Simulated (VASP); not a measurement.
Set up this calculation in VASP 6.6.1, as the native input.

| Quantity | Value |
| --- | --- |
| Task | single point |
| Functional | PBE |
| Potentials or basis | VASP PAW PBE potentials, release 64 (Co, Si, Ni) |
| Cutoff | 520 eV |
| k mesh | 10 × 10 × 4 |
| Occupations | gaussian, width 0.1 eV |
| Spin | no spin polarisation |
| Dipole correction | no |
| Further INCAR settings | ALGO = Normal; EDIFF = 1e-06; NBANDS = 48 |

The structure of CoSi8Ni3 lies in POSCAR:

```
CoSi8Ni3
1.0
    3.8367800000      0.0000000000      0.0000000000
    0.0000000000      3.8367800000      0.0000000000
    0.0000000000      0.0000000000     10.7534610000
Co Si Ni
1 8 3
Direct
    0.5000000000      0.5000000000      0.5000000000
    0.5000000000      0.0000000000      0.8741950000
    0.0000000000      0.5000000000      0.1258050000
    0.5000000000      0.0000000000      0.3779360000
    0.0000000000      0.5000000000      0.6220640000
    0.5000000000      0.0000000000      0.1258050000
    0.0000000000      0.5000000000      0.3779360000
    0.5000000000      0.0000000000      0.6220640000
    0.0000000000      0.5000000000      0.8741950000
    0.0000000000      0.0000000000      0.7515570000
    0.5000000000      0.5000000000      0.0000000000
    0.0000000000      0.0000000000      0.2484430000
```

These files were run (other wordings do the same):

INCAR

```
ALGO     = Normal         # electronic algorithm
EDIFF    = 1E-6           # SCF threshold, eV
ENCUT    = 520            # plane-wave cutoff, eV
GGA      = PE             # functional
ISIF     = 2              # what is computed and relaxed
ISMEAR   = 0              # smearing method
LASPH    = True           # aspherical terms in the spheres
LCHARG   = True           # write CHGCAR
LELF     = True           # ELF
LREAL    = False          # projectors in reciprocal space
LVHAR    = True         
LWAVE    = False          # write WAVECAR
NBANDS   = 48             # bands
NELM     = 80             # most SCF steps
PREC     = Accurate       # precision mode
SIGMA    = 0.1            # smearing width, eV
```

KPOINTS

```
k-points
0
Gamma
  10 10 4
```

Potentials or basis: VASP PAW PBE potentials, release 64 (Co, Si, Ni).

Launch:

```bash
$ cat potpaw_PBE.64/Co/POTCAR potpaw_PBE.64/Si/POTCAR potpaw_PBE.64/Ni/POTCAR > POTCAR
$ mpirun -np 1 vasp_std > vasp.out
```

Results of the run:

```
Pressure      : 0.0 GPa
Largest force : 0.003 eV/Å
```

Wall time 13 min on 1 thread of Intel Xeon 6975P-C, on a shared host, peak memory 0.52 GiB.
